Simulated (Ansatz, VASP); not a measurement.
## Two plane-wave programs on AgCl

The input INCAR:

```
SYSTEM = AgCl
  ALGO = Normal
  EDIFF = 1E-6
  ENCUT = 520
  GGA = PE
  ISIF = 2
  ISMEAR = 0
  LASPH = .True.
  LCHARG = .True.
  LELF = .True.
  LREAL = .False.
  LVHAR = .True.
  LWAVE = .False.
  NBANDS = 16
  NELM = 100
  PREC = Accurate
  SIGMA = 0.05
```

The input KPOINTS:

```
k-points
0
Gamma
  8 8 8
  0 0 0
```

Contents of POSCAR:

```
AgCl
1.0
    0.0000000000      2.7687027469      2.8060228508
    2.7687027469      0.0000000000      2.8060228508
    2.7687027469      2.7687027469      0.0000000000
Ag Cl
1 1
Direct
    0.4925160227      0.5074839773      0.5074839773
    0.0227724446     -0.0227724446     -0.0227724446
```

Input for Ansatz:

```yaml
crystal:
  lattice:
    - [0.0, 2.7687027469, 2.8060228508]
    - [2.7687027469, 0.0, 2.8060228508]
    - [2.7687027469, 2.7687027469, 0.0]
  atoms:
    - { symbol: Ag, position: [0.4925160227, 0.5074839773, 0.5074839773] }
    - { symbol: Cl, position: [0.0227724446, -0.0227724446, -0.0227724446] }
basis:
  ecutwfc: 420
kpoints:
  mp_grid: { grid: [8, 8, 8] }
hamiltonian:
  xc: pbe
scf:
  occupations: { method: gaussian, width: 0.05 }
output:
  forces: true
  stress: true
  eigenvalues: true
```

Change from the starting cell: mode 4 frozen in at -0.128 Å, equal normal strain along x and y -0.0133.

Alike in both runs: task single point; functional PBE; k mesh 8 × 8 × 8; occupations gaussian, width 0.05 eV; no spin polarisation.

|  | VASP | Ansatz |
| --- | --- | --- |
| version | VASP 6.6.1 | Ansatz 0.2.0 |
| potentials or method | VASP PAW PBE potentials, release 64 (Ag, Cl), cutoff 520 eV | scalar-relativistic, plane waves, PAW |
| valence electrons in the cell | 18 | 26 |

VASP gave:

* gap on the k mesh at the Fermi level (eV): 0.91
* least direct gap on the mesh (eV): 2.64
* pressure (GPa): 1.6
* traceless stress, the component that is largest in VASP (GPa): 1.01
* rms of the force components (eV/Å): 0.137

Estimate Ansatz's values.

gap on the k mesh at the Fermi level (eV): 0.91; least direct gap on the mesh (eV): 2.64; pressure (GPa): 1.7; traceless stress, the component that is largest in VASP (GPa): 1.02; rms of the force components (eV/Å): 0.138.

Atom by atom the forces differ by 0.002 eV/Å (rms over components). With one functional, cell and mesh, what is left measures potentials, basis and numerics. VASP's potentials hold 18 valence electrons a cell and Ansatz's 26, so a difference there can come from the potentials and not from the codes.
